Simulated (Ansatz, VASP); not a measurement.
## Rh: VASP beside Ansatz

```xyz
1
Lattice="-1.4549 1.4549 1.4549 1.4549 -1.4549 1.4549 1.4549 1.4549 -1.4549" Properties=species:S:1:pos:R:3 pbc="T T T"
Rh    0.0000    0.0000    0.0000
```

Change from the starting cell: volume scaled by 0.85, LAPW.

Alike in both runs: task single point; functional PBE; k mesh 17 × 17 × 17; occupations fermi-dirac, width 0.1 eV; no spin polarisation.

|  | VASP | Ansatz |
| --- | --- | --- |
| version | VASP 6.6.1 | Ansatz 0.2.0 |
| potentials or method | VASP PAW PBE potentials, release 64 (Rh_pv), cutoff 520 eV | all-electron LAPW, scalar-relativistic |

```csv
,VASP,Ansatz,Ansatz less VASP
pressure (GPa),57.0,56.7,-0.26
```

Both programs put the cell under a high pressure, so it lies far from rest at this level. Ansatz ran all-electron here, and VASP with PAW potentials.
